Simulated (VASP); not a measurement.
# Ti8HO16 (a cell with a defect) (Rutile) in VASP: notebook, part 2 of 2

VASP 6.6.1. Earlier steps stand in the parts before.

**4. Single point, PBE**

INCAR

```
PREC = Accurate ; ENCUT = 520
EDIFF = 1E-6 ; ISMEAR = 0
SIGMA = 0.02 ; LREAL = Auto
LASPH = True ; NELM = 100
ALGO = Normal ; ISIF = 2
LWAVE = False ; LCHARG = False
GGA = PE ; NELECT = 192.0
NBANDS = 114
```

KPOINTS

```
regular mesh
0
Gamma
  3 3 3
```

POSCAR

```
Ti8HO16
1.0
    4.6432750182     -4.6432750182      0.0000000000
    4.6432750182      4.6432750182      0.0000000000
   -4.6432750182      0.0000000000      5.9277640358
Ti O H
8 16 1
Direct
    1.0172186304     -0.0037075437      0.0040944612
    0.2702440562      0.2327743825      0.5037715709
    0.4756580783      0.5342824326      0.0086061118
    0.7451815700      0.7603383289      0.5072001824
    0.0962177587      0.6143548474      0.2426287537
    0.3636846987      0.8458753920      0.7322116693
    0.6555184693      0.1407038200      0.2622450878
    0.8790652040      0.3764811462      0.7518359322
    0.0002297684      0.3021558862     -0.0008748661
    0.2518058103      0.5480678224      0.4970651636
    0.5007747940      0.8147521040      0.0025129205
    0.7548387795      0.0567991443      0.4967858002
    0.8170529426      0.6267086282      0.2495038586
    0.0750351880      0.8750397075      0.7516537388
    0.3254085433      0.1253764547      0.2490097431
    0.5751324921      0.3650025738      0.7547159389
    0.0023725750      0.6932239649      0.0009295242
    0.2501377194      0.9401700753      0.4997477940
    0.5206368067      0.2011263331     -0.0147909059
    0.7524742725      0.4474955679      0.5022308550
    0.4312990516      0.6276718696      0.2551682204
    0.6830182937      0.8745652076      0.7505890877
    0.9349937354      0.1241096104      0.2508817812
    0.1810441744      0.3782168588      0.7489898338
    0.6085599509      0.2183612242     -0.0903919246
```

Potentials or basis: VASP PAW PBE potentials, release 64 (Ti_sv, O, H).

Command:

```console
$ cat potpaw_PBE.64/Ti_sv/POTCAR potpaw_PBE.64/O/POTCAR potpaw_PBE.64/H/POTCAR > POTCAR
$ mpirun -np 1 vasp_std > vasp.out
```

OUTCAR:

```text
PREC = Accurate
   ENCUT = 520
   EDIFF = 1E-6
   ISMEAR = 0
   LREAL = Auto
   LASPH = True
   NELM = 100
   ISIF = 2
   GGA = PE
   NELECT = 192.0

 ion  position               nearest neighbor table
   1  0.017  0.996  0.004-  15 1.90  14 1.92  17 1.98  23 1.99   9 2.03  22 2.03
   2  0.270  0.233  0.504-  16 1.90  18 1.91  15 1.93  24 2.02  23 2.03  10 2.10
   3  0.476  0.534  0.009-  21 1.84  11 1.87  24 1.89  13 2.04  16 2.13  19 2.15
   4  0.745  0.760  0.507-  22 1.88  21 1.94  12 1.98  14 1.99  13 2.02  20 2.04
   5  0.096  0.614  0.243-  13 1.86   9 1.92  17 1.95  10 1.98  18 2.01  21 2.16   6 2.91   8 2.92

   6  0.364  0.846  0.732-  10 1.83  11 1.94  18 1.95  14 1.97  22 2.04  19 2.13   5 2.91
   7  0.656  0.141  0.262-  23 1.88  20 1.88  12 1.92  11 2.01  19 2.10  15 2.13   8 2.91
   8  0.879  0.376  0.752-  17 1.94   9 1.96  20 1.96  12 1.97  24 1.99  16 2.01   7 2.91   5 2.92

   9  0.000  0.302  0.999-   5 1.92   8 1.96   1 2.03
  10  0.252  0.548  0.497-   6 1.83   5 1.98   2 2.10
  11  0.501  0.815  0.003-   3 1.87   6 1.94   7 2.01
  12  0.755  0.057  0.497-   7 1.92   8 1.97   4 1.98
  13  0.817  0.627  0.250-   5 1.86   4 2.02   3 2.04
[... 242 lines left out ...]
      1     -52.3291      2.00000
      2     -52.2864      2.00000
      3     -52.2649      2.00000
      4     -52.2425      2.00000
      5     -52.2247      2.00000
      6     -52.2152      2.00000
[... 1543 lines left out ...]
    107       7.5683      0.00000
    108       7.6336      0.00000
 [bands above 108 left out]

------------------------ aborting loop because EDIFF is reached ----------------------------------------

  FORCE on cell =-STRESS in cart. coord.  units (eV):
  Direction    XX          YY          ZZ          XY          YZ          ZX
  --------------------------------------------------------------------------------------
  -------------------------------------------------------------------------------------
  Total       -6.4031469     -4.9156888     -3.2070425      2.0738641      0.6775005      1.4112553
  in kB      -40.1360223    -30.8123802    -20.1022922     12.9993358      4.2466892      8.8459902
  external PRESSURE =     -30.3502316 kB  Pullay stress =       0.0000000 kB

 VOLUME and BASIS-vectors are now :
 -----------------------------------------------------------------------------
  energy-cutoff  :      520.00
  volume of cell :      255.61
      direct lattice vectors                 reciprocal lattice vectors
     4.643275018 -4.643275018  0.000000000     0.107682616 -0.107682616  0.084348837
     4.643275018  4.643275018  0.000000000     0.107682616  0.107682616  0.084348837
    -4.643275018  0.000000000  5.927764036     0.000000000  0.000000000  0.168697673

 POSITION                                       TOTAL-FORCE (eV/Angst)
 -----------------------------------------------------------------------------------
      4.68700      4.54611      0.02427         0.014814      0.031857      0.041369
     -0.00350     -0.17398      2.98624         0.049943     -0.006355      0.097446
      4.64947      0.27221      0.05102         0.014407     -0.075011     -0.064223
      4.63547      0.07038      3.00656        -0.092482     -0.063820     -0.020355
      2.17279      2.40585      1.43825         0.051335     -0.000630      0.015223
      2.21646      2.23894      4.34038        -0.029204      0.018057      0.011004
[... 17 lines left out ...]
     -0.88096      0.91553      4.43983        -0.014865      0.030439     -0.063201
     -0.38394     -1.81180      5.39194        -0.249524     -0.421869      0.409262
 -----------------------------------------------------------------------------------
    total drift:                               -0.019588     -0.015633     -0.020680

  FREE ENERGIE OF THE ION-ELECTRON SYSTEM (eV)
  ---------------------------------------------------
  free  energy   TOTEN  =      -224.2330080571 eV

  energy  without entropy=     -224.2330080571  energy(sigma->0) =     -224.23300806
```

Run time: 13 min. Hardware: 1 thread of AMD EPYC 9R45 (Zen 5), shared host; peak memory 0.48 GiB.

What came out:

```yaml
Free_energy: -224.2330 eV
Largest_force: 0.639 eV/Å
```

Forces in eV/Å, atoms in the order of the input:
```
Ti   0.015  0.032  0.041
Ti   0.050 -0.006  0.097
Ti   0.014 -0.075 -0.064
Ti  -0.092 -0.064 -0.020
Ti   0.051 -0.001  0.015
Ti  -0.029  0.018  0.011
Ti  -0.113 -0.109  0.045
Ti  -0.021  0.088  0.052
O   -0.039  0.032 -0.061
O   -0.045 -0.008 -0.093
O    0.030  0.044 -0.006
O   -0.015 -0.010 -0.008
O   -0.003  0.045 -0.042
O    0.044 -0.007 -0.045
O    0.086 -0.037 -0.023
O    0.252  0.195 -0.107
O    0.051  0.020 -0.023
O    0.015  0.000 -0.025
O   -0.023  0.074  0.011
O    0.089  0.033 -0.022
O   -0.040  0.042 -0.013
O   -0.026  0.071 -0.008
O    0.015  0.015 -0.058
O   -0.015  0.030 -0.063
H   -0.250 -0.422  0.409
```

Caveat: the cell carries a net charge on a neutralising background, which shifts energy and pressure; the cell is charged against a uniform background, so pressure and absolute levels hang on convention.

**5. Single point, PBE**

INCAR

```
PREC     = Accurate       # precision mode
ENCUT    = 520            # plane-wave cutoff, eV
EDIFF    = 1E-6           # SCF threshold, eV
ISMEAR   = 0              # smearing method
SIGMA    = 0.02           # smearing width, eV
LREAL    = Auto         
LASPH    = T              # aspherical terms in the spheres
NELM     = 100            # most SCF steps
ALGO     = Normal         # electronic algorithm
ISIF     = 2              # what is computed and relaxed
LWAVE    = F              # write WAVECAR
LCHARG   = F              # write CHGCAR
GGA      = PE             # functional
NBANDS   = 114            # bands
NELECT   = 192.0
```

KPOINTS

```
Automatic mesh
0
Gamma
  3 3 3
```

POSCAR

```
Ti8HO16
1.0
   -4.6432750091     -4.6432750091      0.0000000000
   -4.6432750091      4.6432750091      0.0000000000
    4.6432750091      0.0000000000     -5.9277640437
Ti O H
8 16 1
Direct
    0.2769085501      0.2451346406      0.5107259631
    1.0059232157     -0.0058546762      0.0141034629
    0.7411498350      0.7785139798      0.5059965238
    0.4831221165      0.5045556951      0.0064253570
    0.1265142676      0.6178088809      0.2658371670
    0.8946991532      0.3933224319      0.7349720684
    0.6264208608      0.1405773569      0.2451553384
    0.3667530538      0.8704959929      0.7556081799
    0.4382465769      0.7453645049      0.4966537093
    0.1916769603      0.5024840947      0.0002680606
    0.9442963450      0.2471297990      0.4927311510
    0.6904148236     -0.0014147565     -0.0030422938
    0.1178737083      0.9208242104      0.2481367324
    0.8722565469      0.6811890356      0.7484290817
    0.6188345254      0.4297040090      0.2496722186
    0.3697438961      0.1747076344      0.7483044142
    0.0499930294      0.7469142744      0.4999001273
    0.7931830178      0.4556546575     -0.0160645733
    0.5582316605      0.2481423384      0.4990503971
    0.3013249867     -0.0042627713     -0.0006707419
    0.1249721879      0.3147229561      0.2488363216
    0.8645473158      0.0737653800      0.7542081579
    0.6257145217      0.8161561815      0.2458937281
    0.3742125912      0.5654353808      0.7490628789
    0.7772129322      0.2815418820      0.9175105419
```

Potentials or basis: VASP PAW PBE potentials, release 64 (Ti_sv, O, H).

Command:

```console
$ cat potpaw_PBE.64/Ti_sv/POTCAR potpaw_PBE.64/O/POTCAR potpaw_PBE.64/H/POTCAR > POTCAR
$ mpirun -np 1 vasp_std > vasp.out
```

OUTCAR:

```text
PREC = Accurate
   ENCUT = 520
   EDIFF = 1E-6
   ISMEAR = 0
   LREAL = Auto
   LASPH = T
   NELM = 100
   ISIF = 2
   GGA = PE
   NELECT = 192.0

 ion  position               nearest neighbor table
   1  0.277  0.245  0.511-  16 1.89  19 1.89  24 1.94  13 2.02  21 2.04  11 2.13
   2  0.006  0.994  0.014-  13 1.87  21 1.93  14 1.97  20 1.99  12 2.02  22 2.07
   3  0.741  0.779  0.506-  22 1.85  23 1.90   9 1.97  14 2.03  17 2.06  15 2.10
   4  0.483  0.505  0.006-  10 1.89  23 1.90  15 1.94  24 1.97  16 2.02  18 2.13
   5  0.127  0.618  0.266-   9 1.88  17 1.88  21 1.94  10 2.04  13 2.05  18 2.10   8 2.90
   6  0.895  0.393  0.735-  11 1.83  14 1.86  10 1.91  19 2.01  18 2.13  22 2.18   7 2.91
   7  0.626  0.141  0.245-  15 1.89  12 1.92  11 1.95  20 1.98  19 1.98  23 2.13   6 2.91   8 2.91

   8  0.367  0.870  0.756-  20 1.90  12 1.96  17 1.96  24 1.98  16 2.02   9 2.02   5 2.90   7 2.91

   9  0.438  0.745  0.497-   5 1.88   3 1.97   8 2.02
  10  0.192  0.502  0.000-   4 1.89   6 1.91   5 2.04
  11  0.944  0.247  0.493-   6 1.83   7 1.95   1 2.13
  12  0.690  0.999  0.997-   7 1.92   8 1.96   2 2.02
  13  0.118  0.921  0.248-   2 1.87   1 2.02   5 2.05
  14  0.872  0.681  0.748-   6 1.86   2 1.97   3 2.03
  15  0.619  0.430  0.250-   7 1.89   4 1.94   3 2.10
  16  0.370  0.175  0.748-   1 1.89   4 2.02   8 2.02
  17  0.050  0.747  0.500-   5 1.88   8 1.96   3 2.06
  18  0.793  0.456  0.984-  25 1.01   5 2.10   4 2.13   6 2.13
  19  0.558  0.248  0.499-   1 1.89   7 1.98   6 2.01
  20  0.301  0.996  0.999-   8 1.90   7 1.98   2 1.99
  21  0.125  0.315  0.249-   2 1.93   5 1.94   1 2.04
  22  0.865  0.074  0.754-   3 1.85   2 2.07   6 2.18
  23  0.626  0.816  0.246-   3 1.90   4 1.90   7 2.13
  24  0.374  0.565  0.749-   1 1.94   4 1.97   8 1.98
  25  0.777  0.282  0.918-  18 1.01

  LATTYP: Found a body centered tetragonal cell.
 ALAT       =     6.5665824917
 C/A-ratio  =     1.8054335116

  Lattice vectors:

 A1 = (   0.0000000000,  -4.6432750091,   5.9277640437)
 A2 = (   0.0000000000,   4.6432750091,   5.9277640437)
[... 187 lines left out ...]
   LORBIT       =      0    0 simple, 1 ext, 2 COOP (PROOUT), +10 PAW based schemes
   GGA     = PE    functional components
   LHFCALC =     F    Hartree Fock is set to
   AEXX    =    0.0000 exact exchange contribution
   IVDW    =     0    specifies the selected vdW correction
   LEPSILON=     F    determine dielectric tensor
   LRPA    =     F    only Hartree local field effects (RPA)
 non-spin polarized calculation
 Gauss-broadening in eV      SIGMA  =   0.02
  energy-cutoff  :      520.00
  volume of cell :      255.61
 maximum number of plane-waves:      6906
 NGX is ok and might be reduce to    50
   NGX = 25   NGY = 25   NGZ = 27

 number of electron     192.0000005 magnetization

 Free energy of the ion-electron system (eV)
  ---------------------------------------------------
  ext. energy  EPLUGINS =         0.00000000
  ---------------------------------------------------
  free energy    TOTEN  =      -224.28502637 eV

  energy without entropy =     -224.28502637  energy(sigma->0) =     -224.28502637

 E-fermi :   4.6601     XC(G=0): -11.2744

 val. band max:        4.5349808573   @ k =   0.0000   0.0000   0.0000
 cond. band min:       6.5799870750   @ k =   0.0000   0.0000   0.0000
 fundamental gap:      2.0450062177
 Fermi energy:         4.6600968614

 k-point     1 :       0.0000    0.0000    0.0000
  band No.  band energies     occupation
      1     -52.3159      2.00000
      2     -52.2767      2.00000
      3     -52.2229      2.00000
      4     -52.2099      2.00000
      5     -52.1943      2.00000
      6     -52.1901      2.00000
[... 1543 lines left out ...]
    107       7.5858      0.00000
    108       7.7109      0.00000
 [bands above 108 left out]

------------------------ aborting loop because EDIFF is reached ----------------------------------------

  FORCE on cell =-STRESS in cart. coord.  units (eV):
  Direction    XX          YY          ZZ          XY          YZ          ZX
  --------------------------------------------------------------------------------------
  -------------------------------------------------------------------------------------
  Total       -5.5866380     -5.1324697     -2.7435023      1.5783430      0.6405682     -1.2125181
  in kB      -35.0180050    -32.1711998    -17.1967426      9.8933246      4.0151915     -7.6002712
  external PRESSURE =     -28.1286491 kB  Pullay stress =       0.0000000 kB

 VOLUME and BASIS-vectors are now :
 -----------------------------------------------------------------------------
  energy-cutoff  :      520.00
  volume of cell :      255.61
      direct lattice vectors                 reciprocal lattice vectors
    -4.643275009 -4.643275009  0.000000000    -0.107682616 -0.107682616 -0.084348836
    -4.643275009  4.643275009  0.000000000    -0.107682616  0.107682616 -0.084348836
     4.643275009  0.000000000 -5.927764044     0.000000000  0.000000000 -0.168697673

 POSITION                                       TOTAL-FORCE (eV/Angst)
 -----------------------------------------------------------------------------------
     -0.05255     -0.14753     -3.02746         0.037388      0.037396      0.043183
     -4.57811      4.58859     -0.08360        -0.031658      0.048699      0.082516
     -4.70674      0.17349     -2.99943        -0.109428     -0.147965     -0.059225
     -4.55623      0.09952     -0.03809         0.001525      0.074429     -0.017436
     -2.22174      2.28122     -1.57582        -0.139018     -0.050944     -0.042027
     -2.56796     -2.32803     -4.35674         0.141077     -0.033404      0.015057
[... 17 lines left out ...]
     -0.88494      0.88790     -4.44027        -0.013426      0.012098      0.020615
     -0.65584     -2.30154     -5.43879         0.162014      0.449718     -0.433526
 -----------------------------------------------------------------------------------
    total drift:                               -0.003190     -0.005297     -0.017930

  FREE ENERGIE OF THE ION-ELECTRON SYSTEM (eV)
  ---------------------------------------------------
  free  energy   TOTEN  =      -224.2850263652 eV

  energy  without entropy=     -224.2850263652  energy(sigma->0) =     -224.28502637
```

Run time: 26 min. Hardware: 1 thread of Intel Xeon 6975P-C, shared host; peak memory 0.52 GiB.

Results:

| Item | Value |
| --- | --- |
| Free energy | -224.2850 eV |
| Largest force | 0.645 eV/Å |

Forces on the atoms (eV/Å):
```
Ti   0.037  0.037  0.043
Ti  -0.032  0.049  0.083
Ti  -0.109 -0.148 -0.059
Ti   0.002  0.074 -0.017
Ti  -0.139 -0.051 -0.042
Ti   0.141 -0.033  0.015
Ti   0.027  0.008 -0.004
Ti  -0.034 -0.024 -0.017
O   -0.016 -0.039 -0.017
O    0.044  0.009 -0.007
O   -0.063 -0.065  0.071
O   -0.061 -0.013  0.059
O    0.050 -0.046  0.016
O    0.048 -0.019  0.025
O    0.008 -0.021  0.057
O    0.040 -0.036  0.001
O    0.055  0.001  0.012
O    0.013  0.078 -0.004
O    0.005 -0.036  0.020
O    0.034 -0.011 -0.001
O   -0.008  0.003  0.031
O   -0.133 -0.204  0.115
O   -0.057  0.024  0.035
O   -0.013  0.012  0.021
H    0.162  0.450 -0.434
```

Levels at points of the mesh, in eV from the Fermi level:
```tsv
k point	band 93	band 94	band 95	band 96	band 97	band 98	band 99	band 100
(0.00, 0.00, 0.00)	-0.87	-0.76	-0.64	-0.13	1.92	2.21	2.43	2.53
```

Caveat: the cell carries a net charge on a neutralising background, which shifts energy and pressure; the cell is charged against a uniform background, so pressure and absolute levels hang on convention.

**6. Single point, PBE**

INCAR

```
SYSTEM = Ti8HO16
PREC = Accurate
ENCUT = 520
EDIFF = 1E-7
ISMEAR = 0
SIGMA = 0.02
LREAL = Auto
LASPH = .TRUE.
NELM = 100
ALGO = Normal
ISIF = 2
LWAVE = .FALSE.
LCHARG = .FALSE.
GGA = PE
NELECT = 192.0
NBANDS = 114
```

KPOINTS

```
Automatic mesh
0
G
  3 3 3
  0 0 0
```

POSCAR

```
Ti8HO16
1.0
   -4.6432750091     -4.6432750091      0.0000000000
   -4.6432750091      4.6432750091      0.0000000000
    4.6432750091      0.0000000000     -5.9277640437
Ti O H
8 16 1
Direct
    0.2720258268      0.2481659435      0.5099199256
    1.0064171639     -0.0101607883      0.0119033078
    0.7556555631      0.7731352515      0.5089462026
    0.4803315021      0.5192971028      0.0074702704
    0.1392038205      0.6197637692      0.2683259638
    0.8864246676      0.3804219012      0.7337189821
    0.6248834639      0.1452892130      0.2454839615
    0.3704954374      0.8814957540      0.7560909927
    0.4433274033      0.7469243251      0.4996359467
    0.1886204102      0.5025354803     -0.0001665046
    0.9432478964      0.2490424070      0.4935910030
    0.6925195066      0.0047148873     -0.0041869075
    0.1176928756      0.9201534218      0.2473919321
    0.8708970779      0.6769811461      0.7493304334
    0.6159431743      0.4281453380      0.2458159585
    0.3669627680      0.1744947366      0.7467770254
    0.0524218062      0.7432650135      0.4987806495
    0.7908803805      0.4634425275     -0.0094809779
    0.5562112581      0.2461258126      0.4981080519
    0.3031680688     -0.0072430090     -0.0010778094
    0.1258286693      0.3134117865      0.2467586411
    0.8747292008      0.0698139217      0.7496821681
    0.6272081837      0.8189301899      0.2487423570
    0.3747727262      0.5657866115      0.7484309374
    0.7676001444      0.3005022457      0.9593782678
```

Potentials or basis: VASP PAW PBE potentials, release 64 (Ti_sv, O, H).

Command:

```console
$ cat potpaw_PBE.64/Ti_sv/POTCAR potpaw_PBE.64/O/POTCAR potpaw_PBE.64/H/POTCAR > POTCAR
$ mpirun -np 1 vasp_std > vasp.out
```

Run time: 21 min. Hardware: 1 thread of Intel Xeon Platinum 8175M at 2.50GHz (Skylake/Cascade Lake), shared host; peak memory 0.51 GiB.

Results (log left out):

* Free energy: -224.4695 eV
* Largest force: 0.218 eV/Å

Forces in eV/Å, atoms in the order of the input:
```
Ti   0.024  0.056  0.050
Ti  -0.017  0.000  0.068
Ti   0.013 -0.074  0.029
Ti  -0.041  0.004  0.033
Ti  -0.021  0.000  0.067
Ti   0.105  0.009 -0.041
Ti   0.024 -0.008  0.009
Ti  -0.030 -0.005  0.024
O   -0.046 -0.045 -0.038
O    0.017  0.008 -0.008
O   -0.049 -0.055  0.036
O   -0.053 -0.015  0.011
O    0.035 -0.040 -0.033
O    0.018 -0.008  0.014
O   -0.020  0.021  0.007
O    0.009  0.001 -0.021
O    0.029  0.002  0.001
O   -0.057  0.082 -0.039
O    0.015 -0.007  0.005
O    0.034  0.005 -0.007
O   -0.013  0.003 -0.001
O   -0.068 -0.003 -0.034
O   -0.055  0.044 -0.020
O   -0.034  0.026  0.010
H    0.180  0.001 -0.123
```

Levels at points of the mesh, in eV from the Fermi level:
| k point | band 93 | band 94 | band 95 | band 96 | band 97 | band 98 | band 99 | band 100 |
| --- | --- | --- | --- | --- | --- | --- | --- | --- |
| (0.00, 0.00, 0.00) | -0.79 | -0.73 | -0.58 | -0.09 | 1.99 | 2.27 | 2.49 | 2.55 |

Caveat: the cell carries a net charge on a neutralising background, which shifts energy and pressure; the cell is charged against a uniform background, so pressure and absolute levels hang on convention.
